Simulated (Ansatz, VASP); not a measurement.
# One calculation of Au, two programs

```
Au
1.0
     0.00000    2.05796    2.05796
     2.05796    0.00000    2.05796
     2.05796    2.05796    0.00000
Au
1
Direct
  0.00000 0.00000 0.00000
```

Alike in both runs: task single point; functional PBE; k mesh 18 × 18 × 18; occupations gaussian, width 0.1 eV; no spin polarisation.

|  | VASP | Ansatz |
| --- | --- | --- |
| version | VASP 6.6.1 | Ansatz 0.2.0 |
| potentials or method | VASP PAW PBE potentials, release 64 (Au), cutoff 520 eV | scalar-relativistic, plane waves, PAW |
| valence electrons in the cell | 11 | 19 |

VASP gave:

| Quantity | Value |
| --- | --- |
| gap on the k mesh at the Fermi level (eV) | none |
| pressure (GPa) | 4.4 |

Q: What did Ansatz give for the same quantities?

A: gap on the k mesh at the Fermi level (eV): none; pressure (GPa): 4.7.

A gap of «none» marks a metal or a gap that the smearing closes. VASP's potentials hold 11 valence electrons a cell and Ansatz's 19, so a difference there can come from the potentials and not from the codes.

Spin-orbit coupling is off throughout.
